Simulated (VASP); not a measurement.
# Hf (P6_3/mmc) in VASP: notebook, part 2 of 2

VASP 6.6.1.

## Step 5: Single point, PBE

This run uses another cell than the first one, of 22.38 Å³/atom, 1.030 times its volume.

Input file INCAR:

```
SYSTEM = Hf
ALGO     = Fast           ! electronic algorithm
EDIFF    = 1E-6           ! SCF threshold, eV
ENCUT    = 520            ! plane-wave cutoff, eV
GGA      = PE             ! functional
ISIF     = 2              ! what is computed and relaxed
ISMEAR   = 0              ! smearing method
LASPH    = .TRUE.         ! aspherical terms in the spheres
LCHARG   = .FALSE.        ! write CHGCAR
LREAL    = .FALSE.        ! projectors in reciprocal space
LWAVE    = .FALSE.        ! write WAVECAR
NBANDS   = 17             ! bands
NELM     = 80             ! most SCF steps
PREC     = Accurate       ! precision mode
SIGMA    = 0.026000000000000002 ! smearing width, eV
```

Input file KPOINTS:

```
k-points
0
G
  10 10 5
  0 0 0
```

Input file POSCAR:

```
Hf
1.0
    3.1967000000      0.0000000000      0.0000000000
   -1.5983500000      2.7684234083      0.0000000000
    0.0000000000      0.0000000000      5.0578000000
Hf
2
Direct
    0.6666666667      0.3333333333      0.7500000000
    0.3333333333      0.6666666667      0.2500000000
```

Potentials or basis: VASP PAW PBE potentials, release 64 (Hf_pv).

Run with:

```bash
cat potpaw_PBE.64/Hf_pv/POTCAR > POTCAR
mpirun -np 1 vasp_std > vasp.out
```

OUTCAR:

```text
SYSTEM = Hf
   EDIFF = 1E-6
   ENCUT = 520
   GGA = PE
   ISIF = 2
   ISMEAR = 0
   LASPH = .TRUE.
   LREAL = .FALSE.
   NELM = 80
   PREC = Accurate

 ion  position               nearest neighbor table
   1  0.667  0.333  0.750-   2 3.13   2 3.13   2 3.13   2 3.13   2 3.13   2 3.13
   2  0.333  0.667  0.250-   1 3.13   1 3.13   1 3.13   1 3.13   1 3.13   1 3.13

  LATTYP: Found a hexagonal cell.
 ALAT       =     3.1967000000
 C/A-ratio  =     1.5821941377

  Lattice vectors:

 A1 = (   3.1967000000,   0.0000000000,   0.0000000000)
 A2 = (  -1.5983500000,   2.7684234083,   0.0000000000)
 A3 = (   0.0000000000,   0.0000000000,   5.0578000000)

Analysis of symmetry for initial positions (statically):
=====================================================================
 Subroutine PRICEL returns:
 Original cell was already a primitive cell.

 Routine SETGRP: Setting up the symmetry group for a
 hexagonal supercell.

 Subroutine GETGRP returns: Found 24 space group operations
 (whereof 12 operations were pure point group operations)
 out of a pool of 24 trial point group operations.

The static configuration has the point symmetry D_3d.
 The point group associated with its full space group is D_6h.

Analysis of symmetry for dynamics (positions and initial velocities):
=====================================================================
 Subroutine PRICEL returns:
 Original cell was already a primitive cell.

 Routine SETGRP: Setting up the symmetry group for a
 hexagonal supercell.

 Subroutine GETGRP returns: Found 24 space group operations
 (whereof 12 operations were pure point group operations)
 out of a pool of 24 trial point group operations.

The dynamic configuration has the point symmetry D_3d.
 The point group associated with its full space group is D_6h.

 Subroutine INISYM returns: Found 24 space group operations
 (whereof 12 operations are pure point group operations),
 and found     1 'primitive' translations

----------------------------------------------------------------------------------------

                                     Primitive cell

  volume of cell :      44.7606

  direct lattice vectors                    reciprocal lattice vectors
     3.196700000  0.000000000  0.000000000     0.312822598  0.180608211  0.000000000
    -1.598350000  2.768423408  0.000000000     0.000000000  0.361216423  0.000000000
     0.000000000  0.000000000  5.057800000     0.000000000  0.000000000  0.197714421

  length of vectors
     3.196700000  3.196700000  5.057800000     0.361216423  0.361216423  0.197714421

  position of ions in fractional coordinates (direct lattice)
     0.666666667  0.333333333  0.750000000
     0.333333333  0.666666667  0.250000000

  ion indices of the primitive-cell ions
   primitive index   ion index
                 1           1
                 2           2

----------------------------------------------------------------------------------------

 KPOINTS: k-points

Automatic generation of k-mesh.
 Grid dimensions read from file:
 generate k-points for:   10   10    5

 Generating k-lattice:

  Cartesian coordinates                     Fractional coordinates (reciprocal lattice)
     0.031282260  0.018060821  0.000000000     0.100000000 -0.000000000  0.000000000
     0.000000000  0.036121642  0.000000000     0.000000000  0.100000000  0.000000000
     0.000000000  0.000000000  0.039542884     0.000000000  0.000000000  0.200000000

  Length of vectors
     0.036121642  0.036121642  0.039542884

  Shift w.r.t. Gamma in fractional coordinates (k-lattice)
     0.000000000  0.000000000  0.000000000

 Subroutine IBZKPT returns following result:
 ===========================================

 Found     42 irreducible k-points:

 Following reciprocal coordinates:
            Coordinates               Weight
  0.000000  0.000000  0.000000      1.000000
  0.100000  0.000000  0.000000      6.000000
  0.200000  0.000000  0.000000      6.000000
  0.300000  0.000000  0.000000      6.000000
  0.400000  0.000000  0.000000      6.000000
  0.500000  0.000000  0.000000      3.000000
[... 16 lines left out ...]
  0.300000  0.100000  0.200000     24.000000
  0.400000  0.100000  0.200000     24.000000
 [... further k-points ...]
   k-points           NKPTS =     42   k-points in BZ     NKDIM =     42   number of bands    NBANDS=     17
   number of dos      NEDOS =    301   number of ions     NIONS =      2
   total plane-waves  NPLWV =  23040
   dimension x,y,z NGX =    24 NGY =   24 NGZ =   40
   dimension x,y,z NGXF=    48 NGYF=   48 NGZF=   80
   ions per type =               2
   NGX,Y,Z   is equivalent  to a cutoff of  12.48, 12.48, 13.15 a.u.
   NGXF,Y,Z  is equivalent  to a cutoff of  24.96, 24.96, 26.30 a.u.
 SYSTEM =  Hf
   PREC   = accura    normal or accurate (medium, high low for compatibility)
   ISTART =      0    job   : 0-new  1-cont  2-samecut
   ICHARG =      2    charge: 1-file 2-atom 10-const
   ISPIN  =      1    spin polarized calculation?
   LNONCOLLINEAR =      F non collinear calculations
   LSORBIT =      F    spin-orbit coupling
   LASPH  =      T    aspherical Exc in radial PAW
   ENCUT  =  520.0 eV  38.22 Ry    6.18 a.u.   5.94  5.94  9.40*2*pi/ulx,y,z
   NELM   =     80;   NELMIN=  2; NELMDL= -5     # of ELM steps
   EDIFF  = 0.1E-05   stopping-criterion for ELM
   LREAL  =      F    real-space projection
   EDIFFG = 0.1E-04   stopping-criterion for IOM
   NSW    =      0    number of steps for IOM
   IBRION =     -1    ionic relax: 0-MD 1-quasi-New 2-CG
   NFREE  =      0    steps in history (QN), initial steepest desc. (CG)
   ISIF   =      2    stress and relaxation
   ISYM   =      2    0-nonsym 1-usesym 2-fastsym
   POTIM  = 0.5000    time-step for ionic-motion
   TEBEG  =    0.0;   TEEND  =   0.0 temperature during run
   PSTRESS=    0.0 pullay stress
   NELECT =      20.0000    total number of electrons
   NUPDOWN=      -1.0000    fix difference up-down
   EMIN   =  10.00;   EMAX   =-10.00  energy-range for DOS
   EFERMI =   0.00;   METHOD = LEGACY
   ISMEAR =     0;   SIGMA  =   0.03  broadening in eV -4-tet -1-fermi 0-gaus
   EFERMI_NEDOS =   21; number of points for ismear=-14 and -15
   IALGO  =     68    algorithm
   IMIX   =      4    mixing-type and parameters
     AMIX     =   0.40;   BMIX     =  1.00
     AMIX_MAG =   1.60;   BMIX_MAG =  1.00
  volume/ion in A,a.u.               =      22.38       151.03
  Fermi-wavevector in a.u.,A,eV,Ry     =   1.251563  2.365112 21.312311  1.566411
  Thomas-Fermi vector in A             =   2.385505
   LORBIT       =      0    0 simple, 1 ext, 2 COOP (PROOUT), +10 PAW based schemes
   GGA     = PE    functional components
   LHFCALC =     F    Hartree Fock is set to
   AEXX    =    0.0000 exact exchange contribution
   IVDW    =     0    specifies the selected vdW correction
   LEPSILON=     F    determine dielectric tensor
   LRPA    =     F    only Hartree local field effects (RPA)
 non-spin polarized calculation
 RMM-DIIS sequential band-by-band and
 Gauss-broadening in eV      SIGMA  =   0.03
  energy-cutoff  :      520.00
  volume of cell :       44.76
 maximum number of plane-waves:      1220
 NGX is ok and might be reduce to    24
   NGX = 11   NGY = 11   NGZ = 19

 number of electron      20.0000004 magnetization

 Free energy of the ion-electron system (eV)
  ---------------------------------------------------
  ext. energy  EPLUGINS =         0.00000000
  ---------------------------------------------------
  free energy    TOTEN  =       -19.84980912 eV

  energy without entropy =      -19.84902053  energy(sigma->0) =      -19.84941483

 E-fermi :   4.8967     XC(G=0): -11.2813

 val. band max:        4.8943768586   @ k =   0.1000   0.1000   0.4000
 cond. band min:       4.9103954155   @ k =   0.1000   0.1000   0.2000
 fundamental gap:      0.0160185569
 Fermi energy:         4.8967448986

 k-point     1 :       0.0000    0.0000    0.0000
  band No.  band energies     occupation
      1     -26.1613      2.00000
      2     -25.4167      2.00000
      3     -25.4167      2.00000
      4     -25.2958      2.00000
      5     -25.2891      2.00000
      6     -25.2891      2.00000
[... 9 lines left out ...]
     16       7.5530      0.00000
     17      10.2473      0.00000
[... 441 lines left out ...]
 k-point    24 :       0.4000    0.1000    0.2000
  band No.  band energies     occupation
      1     -26.0146      2.00000
      2     -25.8876      2.00000
      3     -25.7052      2.00000
      4     -25.5855      2.00000
      5     -25.4918      2.00000
      6     -25.4200      2.00000
[... 9 lines left out ...]
     16      10.8520      0.00000
     17      11.6803      0.00000

 [... further k-points ...]
[... 5 lines left out ...]
  --------------------------------------------------------------------------------------
  -------------------------------------------------------------------------------------
  Total        0.1222387      0.1222387      0.0155520      0.0000000     -0.0000000      0.0000000
  in kB        4.3754546      4.3754546      0.5566730      0.0000000     -0.0000000      0.0000000
  external PRESSURE =       3.1025274 kB  Pullay stress =       0.0000000 kB

 VOLUME and BASIS-vectors are now :
 -----------------------------------------------------------------------------
  energy-cutoff  :      520.00
  volume of cell :       44.76
      direct lattice vectors                 reciprocal lattice vectors
     3.196700000  0.000000000  0.000000000     0.312822598  0.180608211  0.000000000
    -1.598350000  2.768423408  0.000000000     0.000000000  0.361216423  0.000000000
     0.000000000  0.000000000  5.057800000     0.000000000  0.000000000  0.197714421

 POSITION                                       TOTAL-FORCE (eV/Angst)
 -----------------------------------------------------------------------------------
      1.59835      0.92281      3.79335        -0.000000      0.000000      0.000000
     -0.00000      1.84562      1.26445         0.000000      0.000000      0.000000
 -----------------------------------------------------------------------------------
    total drift:                               -0.000000      0.000000     -0.000000

  FREE ENERGIE OF THE ION-ELECTRON SYSTEM (eV)
  ---------------------------------------------------
  free  energy   TOTEN  =       -19.8498091188 eV

  energy  without entropy=      -19.8490205336  energy(sigma->0) =      -19.84941483
```

Wall time 13 s (1 thread of Intel Xeon 6975P-C (Granite Rapids), shared host); peak memory 0.16 GiB.

What came out:

- Free energy: -19.8498 eV
- Pressure: 0.3 GPa
- Band gap on the k mesh: zero (band 10 reaches 6.10 eV, above the bottom of band 11 at 4.59 eV)

Caveat: spin-orbit coupling is left out, which moves the levels of the heavy elements.

## Step 6: Overview

| level | cell | smearing | gap on the mesh (eV) | pressure (GPa) |
| --- | --- | --- | --- | --- |
| revPBE+D3(BJ) | a = 3.166, b = 3.166, c = 5.004 Å, angles 90.0, 90.0, 120.0°, 2 atoms | fermi-dirac 0.05 eV | none | -0.5 |
| PBE+D4 | a = 3.190, b = 3.190, c = 5.037 Å, angles 90.0, 90.0, 120.0°, 2 atoms | fermi-dirac 0.05 eV | none | -0.5 |
| PBE | a = 3.197, b = 3.197, c = 5.058 Å, angles 90.0, 90.0, 120.0°, 2 atoms | gaussian 0.025 eV | none | 0.2 |
| PBE | a = 3.197, b = 3.197, c = 5.058 Å, angles 90.0, 90.0, 120.0°, 2 atoms | gaussian 0.026 eV | none | 0.3 |

Alike in all rows: task single point; potentials or basis VASP PAW PBE potentials, release 64 (Hf_pv); no spin polarisation; k mesh 10 × 10 × 5; cutoff (eV) 520.

Caveats: spin-orbit coupling is left out, which moves the levels of the heavy elements; pairwise dispersion overbinds metals, which lowers pressure and volume (some runs); the PAW data sets were made with another functional, which shifts forces and pressure a little (some runs).

Total energies depend on the potentials used, so only differences within one code and one set of settings carry meaning.
